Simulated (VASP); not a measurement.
# AlNi (Cm) in VASP: single point with PBE

Aim: the single point of AlNi with PBE.

Everything below comes from runs of VASP 6.6.1. Logs are shortened: lines on timing, memory, paths and dates and some standing lists are left out, and cuts for length are marked.

## Step 1: The cell of the first run

It takes space group Cm (No. 8, monoclinic). Conventional cell: a = 4.091 Å, b = 4.091 Å, c = 11.956 Å, α = 90.00°, β = 96.55°, γ = 90.00°. Within 3.3 Å of Al (site symmetry m) lie 8 Ni at 2.51 Å and 5 Al at 2.89 Å. Al (site symmetry m) has 4 Ni at 2.51 Å and 5 Al at 2.89 Å within 3.3 Å. Within 3.3 Å of Al (site symmetry m) lie 8 Ni at 2.51 Å and 6 Al at 2.89 Å. Within 3.3 Å of Ni (site symmetry m) lie 4 Al at 2.51 Å and 5 Ni at 2.89 Å. Ni (site symmetry m) has 8 Al at 2.51 Å and 5 Ni at 2.89 Å within 3.3 Å. Within 3.3 Å of Ni (site symmetry m) lie 8 Al at 2.51 Å and 6 Ni at 2.89 Å.

## Step 2: Single point, PBE (the part above a cut slid along it)

INCAR reads:

```
PREC     = Accurate       # precision mode
ENCUT    = 520            # plane-wave cutoff, eV
EDIFF    = 1E-7           # SCF threshold, eV
ISMEAR   = 0              # smearing method
SIGMA    = 0.15           # smearing width, eV
LREAL    = False          # projectors in reciprocal space
LASPH    = True           # aspherical terms in the spheres
NELM     = 100            # most SCF steps
ALGO     = Fast           # electronic algorithm
ISIF     = 2              # what is computed and relaxed
LWAVE    = False          # write WAVECAR
LCHARG   = False          # write CHGCAR
GGA      = PE             # functional
NBANDS   = 28             # bands
```

KPOINTS reads:

```
Automatic mesh
0
Gamma
  15 15 5
```

POSCAR reads:

```
AlNi
1.0
    0.0000000000     -2.8927237813      0.0000000000
    0.0000000000      0.0000000000     -2.8927237813
   11.8781713440     -0.9642412604     -0.9642412604
Al Ni
3 3
Direct
    0.8173504344     -0.1826495656      0.5479486968
    0.9797056038     -0.0202943962      0.0608831885
    0.8985280191     -0.1014719809      0.3044159427
    0.2767616421      0.2767616421      0.6697150738
    0.4391168115      0.4391168115      0.1826495656
    0.3579392268      0.3579392268      0.4261823197
```

Potentials or basis: VASP PAW PBE potentials, release 64 (Al, Ni).

The run is started by

```
$ cat potpaw_PBE.64/Al/POTCAR potpaw_PBE.64/Ni/POTCAR > POTCAR
$ mpirun -np 1 vasp_std > vasp.out
```

OUTCAR:

```text
PREC = Accurate
   ENCUT = 520
   EDIFF = 1E-7
   ISMEAR = 0
   LREAL = False
   LASPH = True
   NELM = 100
   ISIF = 2
   GGA = PE

 ion  position               nearest neighbor table
   1  0.817  0.817  0.548-   4 2.51   4 2.51   4 2.51   4 2.51   6 2.51   6 2.51   6 2.51   6 2.51
                             3 2.89
   2  0.980  0.980  0.061-   5 2.51   5 2.51   5 2.51   5 2.51   3 2.89
   3  0.899  0.899  0.304-   6 2.51   6 2.51   6 2.51   6 2.51   5 2.51   5 2.51   5 2.51   5 2.51
                             1 2.89   2 2.89
   4  0.277  0.277  0.670-   1 2.51   1 2.51   1 2.51   1 2.51   6 2.89
   5  0.439  0.439  0.183-   2 2.51   3 2.51   3 2.51   3 2.51   2 2.51   2 2.51   3 2.51   2 2.51
                             6 2.89
   6  0.358  0.358  0.426-   3 2.51   3 2.51   3 2.51   3 2.51   1 2.51   1 2.51   1 2.51   1 2.51
                             5 2.89   4 2.89

  LATTYP: Found a base centered monoclinic cell.
 ALAT       =     4.0909292037
 B/A-ratio  =     1.0000000000
 C/A-ratio  =     2.9226098286
 COS(beta)  =    -0.1140533129

  Lattice vectors:

 A1 = (   0.0000000000,   2.8927237813,   0.0000000000)
 A2 = (   0.0000000000,   0.0000000000,   2.8927237813)
 A3 = (  11.8781713440,  -0.9642412604,  -0.9642412604)

Analysis of symmetry for initial positions (statically):
=====================================================================
 Subroutine PRICEL returns:
 Original cell was already a primitive cell.

 Routine SETGRP: Setting up the symmetry group for a
 base centered monoclinic supercell.

 Subroutine GETGRP returns: Found  2 space group operations
 (whereof  2 operations were pure point group operations)
 out of a pool of  4 trial point group operations.

The static configuration has the point symmetry C_1h.

Analysis of symmetry for dynamics (positions and initial velocities):
=====================================================================
 Subroutine PRICEL returns:
 Original cell was already a primitive cell.

 Routine SETGRP: Setting up the symmetry group for a
 base centered monoclinic supercell.

 Subroutine GETGRP returns: Found  2 space group operations
 (whereof  2 operations were pure point group operations)
 out of a pool of  4 trial point group operations.

The dynamic configuration has the point symmetry C_1h.

 Subroutine INISYM returns: Found  2 space group operations
 (whereof  2 operations are pure point group operations),
 and found     1 'primitive' translations

----------------------------------------------------------------------------------------

                                     Primitive cell

  volume of cell :      99.3948

  direct lattice vectors                    reciprocal lattice vectors
     0.000000000 -2.892723781  0.000000000    -0.028062681 -0.345694949  0.000000000
     0.000000000  0.000000000 -2.892723781    -0.028062681  0.000000000 -0.345694949
    11.878171344 -0.964241260 -0.964241260     0.084188043  0.000000000  0.000000000

  length of vectors
     2.892723781  2.892723781 11.956189899     0.346832109  0.346832109  0.084188043

  position of ions in fractional coordinates (direct lattice)
     0.817350434  0.817350434  0.547948697
     0.979705604  0.979705604  0.060883189
     0.898528019  0.898528019  0.304415943
     0.276761642  0.276761642  0.669715074
     0.439116811  0.439116811  0.182649566
     0.357939227  0.357939227  0.426182320

  ion indices of the primitive-cell ions
   primitive index   ion index
                 1           1
                 2           2
                 3           3
                 4           4
                 5           5
                 6           6

----------------------------------------------------------------------------------------

 KPOINTS: Automatic mesh

Automatic generation of k-mesh.
 Grid dimensions read from file:
 generate k-points for:   15   15    5

 Generating k-lattice:

  Cartesian coordinates                     Fractional coordinates (reciprocal lattice)
    -0.001870845 -0.023046330  0.000000000     0.066666667  0.000000000  0.000000000
    -0.001870845  0.000000000 -0.023046330     0.000000000  0.066666667  0.000000000
     0.016837609  0.000000000  0.000000000     0.000000000  0.000000000  0.200000000

  Length of vectors
     0.023122141  0.023122141  0.016837609

  Shift w.r.t. Gamma in fractional coordinates (k-lattice)
     0.000000000  0.000000000  0.000000000

 Subroutine IBZKPT returns following result:
 ===========================================

 Found    304 irreducible k-points:

 Following reciprocal coordinates:
            Coordinates               Weight
  0.000000  0.000000  0.000000      1.000000
  0.066667  0.000000  0.000000      4.000000
  0.133333  0.000000  0.000000      4.000000
  0.200000  0.000000  0.000000      4.000000
  0.266667  0.000000  0.000000      4.000000
  0.333333  0.000000 -0.000000      4.000000
[... 16 lines left out ...]
  0.133333  0.133333  0.000000      2.000000
  0.200000  0.133333 -0.000000      4.000000
 [... further k-points ...]
   k-points           NKPTS =    304   k-points in BZ     NKDIM =    304   number of bands    NBANDS=     28
   number of dos      NEDOS =    301   number of ions     NIONS =      6
   total plane-waves  NPLWV =  51840
   dimension x,y,z NGX =    24 NGY =   24 NGZ =   90
   dimension x,y,z NGXF=    48 NGYF=   48 NGZF=  180
   ions per type =               3   3
   NGX,Y,Z   is equivalent  to a cutoff of  13.79, 13.79, 12.51 a.u.
   NGXF,Y,Z  is equivalent  to a cutoff of  27.59, 27.59, 25.03 a.u.
 SYSTEM =  unknown system
   PREC   = accura    normal or accurate (medium, high low for compatibility)
   ISTART =      0    job   : 0-new  1-cont  2-samecut
   ICHARG =      2    charge: 1-file 2-atom 10-const
   ISPIN  =      1    spin polarized calculation?
   LNONCOLLINEAR =      F non collinear calculations
   LSORBIT =      F    spin-orbit coupling
   LASPH  =      T    aspherical Exc in radial PAW
   ENCUT  =  520.0 eV  38.22 Ry    6.18 a.u.   5.38  5.38 22.23*2*pi/ulx,y,z
   NELM   =    100;   NELMIN=  2; NELMDL= -5     # of ELM steps
   EDIFF  = 0.1E-06   stopping-criterion for ELM
   LREAL  =      F    real-space projection
   EDIFFG = 0.1E-05   stopping-criterion for IOM
   NSW    =      0    number of steps for IOM
   IBRION =     -1    ionic relax: 0-MD 1-quasi-New 2-CG
   NFREE  =      0    steps in history (QN), initial steepest desc. (CG)
   ISIF   =      2    stress and relaxation
   ISYM   =      2    0-nonsym 1-usesym 2-fastsym
   POTIM  = 0.5000    time-step for ionic-motion
   TEBEG  =    0.0;   TEEND  =   0.0 temperature during run
   PSTRESS=    0.0 pullay stress
   NELECT =      39.0000    total number of electrons
   NUPDOWN=      -1.0000    fix difference up-down
   EMIN   =  10.00;   EMAX   =-10.00  energy-range for DOS
   EFERMI =   0.00;   METHOD = LEGACY
   ISMEAR =     0;   SIGMA  =   0.15  broadening in eV -4-tet -1-fermi 0-gaus
   EFERMI_NEDOS =   21; number of points for ismear=-14 and -15
   IALGO  =     68    algorithm
   IMIX   =      4    mixing-type and parameters
     AMIX     =   0.40;   BMIX     =  1.00
     AMIX_MAG =   1.60;   BMIX_MAG =  1.00
  volume/ion in A,a.u.               =      16.57       111.79
  Fermi-wavevector in a.u.,A,eV,Ry     =   1.198511  2.264857 19.543783  1.436428
  Thomas-Fermi vector in A             =   2.334398
   LORBIT       =      0    0 simple, 1 ext, 2 COOP (PROOUT), +10 PAW based schemes
   GGA     = PE    functional components
   LHFCALC =     F    Hartree Fock is set to
   AEXX    =    0.0000 exact exchange contribution
   IVDW    =     0    specifies the selected vdW correction
   LEPSILON=     F    determine dielectric tensor
   LRPA    =     F    only Hartree local field effects (RPA)
 non-spin polarized calculation
 RMM-DIIS sequential band-by-band and
 Gauss-broadening in eV      SIGMA  =   0.15
  energy-cutoff  :      520.00
  volume of cell :       99.39
 maximum number of plane-waves:      2711
 NGX is ok and might be reduce to    24
   NGX = 11   NGY = 11   NGZ = 45

 number of electron      39.0000016 magnetization

 Free energy of the ion-electron system (eV)
  ---------------------------------------------------
  ext. energy  EPLUGINS =         0.00000000
  ---------------------------------------------------
  free energy    TOTEN  =       -29.21305451 eV

  energy without entropy =      -29.16949215  energy(sigma->0) =      -29.19127333

 E-fermi :   6.1431     XC(G=0): -10.0355

 val. band max:        6.1410490776   @ k =  -0.4667   0.0000   0.2000
 cond. band min:       6.1505122288   @ k =   0.1333   0.1333   0.4000
 fundamental gap:      0.0094631511
 Fermi energy:         6.1431329979

 k-point     1 :       0.0000    0.0000    0.0000
  band No.  band energies     occupation
      1      -4.4787      2.00000
      2      -3.1846      2.00000
      3      -1.3723      2.00000
      4       0.9130      2.00000
      5       2.5174      2.00000
      6       3.0425      2.00000
[... 20 lines left out ...]
     27      14.2546      0.00000
     28      14.5773      0.00000

 k-point     2 :       0.0667    0.0000    0.0000
  band No.  band energies     occupation
      1      -4.3982      2.00000
      2      -3.1066      2.00000
      3      -1.3045      2.00000
      4       0.9827      2.00000
      5       2.5571      2.00000
      6       3.0446      2.00000
[... 20 lines left out ...]
     27      13.6454      0.00000
     28      14.6162      0.00000

 k-point     3 :       0.1333    0.0000    0.0000
  band No.  band energies     occupation
      1      -4.1576      2.00000
      2      -2.8739      2.00000
      3      -1.1037      2.00000
      4       1.1881      2.00000
      5       2.6681      2.00000
      6       3.0342      2.00000
[... 20 lines left out ...]
     27      13.8707      0.00000
     28      14.5998      0.00000

 k-point     4 :       0.2000    0.0000    0.0000
  band No.  band energies     occupation
      1      -3.7603      2.00000
      2      -2.4906      2.00000
      3      -0.7786      2.00000
      4       1.5168      2.00000
      5       2.8203      2.00000
      6       2.9555      2.00000
[... 20 lines left out ...]
     27      13.2318      0.00000
     28      14.3212      0.00000

 k-point     5 :       0.2667    0.0000    0.0000
  band No.  band energies     occupation
      1      -3.2119      2.00000
      2      -1.9643      2.00000
      3      -0.3461      2.00000
      4       1.9403      2.00000
      5       2.6645      2.00000
      6       2.9703      2.00000
[... 20 lines left out ...]
     27      13.6152      0.00000
     28      14.0371      0.00000

 k-point     6 :       0.3333    0.0000   -0.0000
  band No.  band energies     occupation
      1      -2.5216      2.00000
      2      -1.3080      2.00000
      3       0.1609      2.00000
      4       2.0882      2.00000
      5       2.3952      2.00000
      6       2.7098      2.00000
[... 463 lines left out ...]
      5       2.7028      2.00000
      6       3.0463      2.00000
[... 20 lines left out ...]
     27      12.8989      0.00000
     28      14.6535      0.00000

 k-point    22 :      -0.0667    0.0667    0.0000
  band No.  band energies     occupation
      1      -4.3179      2.00000
      2      -3.0287      2.00000
      3      -1.2374      2.00000
      4       1.0528      2.00000
      5       2.5951      2.00000
      6       3.0492      2.00000
[... 20 lines left out ...]
     27      13.3480      0.00000
     28      14.8063      0.00000

 k-point    23 :       0.1333    0.1333    0.0000
  band No.  band energies     occupation
      1      -3.8398      2.00000
      2      -2.5675      2.00000
      3      -0.8393      2.00000
      4       1.4497      2.00000
      5       2.8060      2.00000
      6       3.0670      2.00000
[... 20 lines left out ...]
     27      12.0516      0.00000
     28      13.6089      0.00000

 k-point    24 :       0.2000    0.1333   -0.0000
  band No.  band energies     occupation
      1      -3.4470      2.00000
      2      -2.1899      2.00000
      3      -0.5210      2.00000
      4       1.7613      2.00000
      5       2.9303      2.00000
      6       3.0420      2.00000
[... 20 lines left out ...]
     27      11.8401      0.00000
     28      13.3859      0.00000

 [... further k-points ...]

------------------------ aborting loop because EDIFF is reached ----------------------------------------

  FORCE on cell =-STRESS in cart. coord.  units (eV):
  Direction    XX          YY          ZZ          XY          YZ          ZX
  --------------------------------------------------------------------------------------
  -------------------------------------------------------------------------------------
  Total       -1.3806296     -3.0807578     -3.0807578     -0.0048825      0.0002491     -0.0048825
  in kB      -22.2548274    -49.6597598    -49.6597598     -0.0787022      0.0040159     -0.0787021
  external PRESSURE =     -40.5247824 kB  Pullay stress =       0.0000000 kB

 VOLUME and BASIS-vectors are now :
 -----------------------------------------------------------------------------
  energy-cutoff  :      520.00
  volume of cell :       99.39
      direct lattice vectors                 reciprocal lattice vectors
     0.000000000 -2.892723781  0.000000000    -0.028062681 -0.345694949  0.000000000
     0.000000000  0.000000000 -2.892723781    -0.028062681  0.000000000 -0.345694949
    11.878171344 -0.964241260 -0.964241260     0.084188043  0.000000000  0.000000000

 POSITION                                       TOTAL-FORCE (eV/Angst)
 -----------------------------------------------------------------------------------
      6.50863     -2.89272     -2.89272         0.945763     -0.000573     -0.000573
      0.72318     -2.89272     -2.89272         0.121650     -0.000782     -0.000782
      3.61590     -2.89272     -2.89272         0.070227      0.000009      0.000009
      7.95499     -1.44636     -1.44636        -0.577830      0.001756      0.001756
      2.16954     -1.44636     -1.44636        -0.368411     -0.000691     -0.000691
      5.06227     -1.44636     -1.44636        -0.191398      0.000281      0.000281
 -----------------------------------------------------------------------------------
    total drift:                               -0.000674      0.000906      0.000906

  FREE ENERGIE OF THE ION-ELECTRON SYSTEM (eV)
  ---------------------------------------------------
  free  energy   TOTEN  =       -29.2130545071 eV

  energy  without entropy=      -29.1694921546  energy(sigma->0) =      -29.19127333
```

Run time: 30 min. Hardware: 1 thread of Intel Xeon 8259CL, shared host; peak memory 0.75 GiB.

What came out:

```yaml
Free_energy: -29.2131 eV
Pressure: -4.1 GPa
Largest_force: 0.946 eV/Å
Band_gap_on_the_k_mesh: zero (an odd number of electrons rules out a gap without spin polarisation)
```

Forces in eV/Å, atoms in the order of the input:
```
Al   0.946 -0.001 -0.001
Al   0.122 -0.001 -0.001
Al   0.070  0.000  0.000
Ni  -0.578  0.002  0.002
Ni  -0.368 -0.001 -0.001
Ni  -0.191  0.000  0.000
```

Stress tensor (GPa, compression positive):
```
-2.23 -0.01 -0.01
-0.01 -4.97  0.00
-0.01  0.00 -4.97
```

Caveat: the cell differs from its parent crystal (the part above a cut slid along it); the cell stands under tension. Spin polarisation is off, so any magnetic state and its effect on volume and gap are missing.
